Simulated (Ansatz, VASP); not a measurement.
**One calculation of AgCl, two programs**

```
Ag Cl
1.0
     3.39619    0.00000    0.00000
     0.00000    3.39619    0.00000
     0.00000    0.00000    3.39619
Ag Cl
1 1
Direct
  0.00000 0.00000 0.00000
  0.50000 0.50000 0.50000
```

Alike in both runs: task single point; functional PBE; k mesh 6 × 6 × 6; no spin polarisation.

|  | VASP | Ansatz |
| --- | --- | --- |
| version | VASP 6.6.1 | Ansatz 0.2.0 |
| potentials or method | VASP PAW PBE potentials, release 64 (Ag, Cl) | plane waves, PAW |
| plane-wave cutoff (eV) | 520 | 420 |
| occupations | gaussian, width 0.01 eV | fixed |
| valence electrons in the cell | 18 | 26 |

Ansatz gave:

- gap on the k mesh at the Fermi level (eV): 0.58
- pressure (GPa): 1.6

**Question.** Estimate VASP's values.

**Answer.** gap on the k mesh at the Fermi level (eV): 0.58; pressure (GPa): 1.4.

VASP's potentials hold 18 valence electrons a cell and Ansatz's 26, so a difference there can come from the potentials and not from the codes.
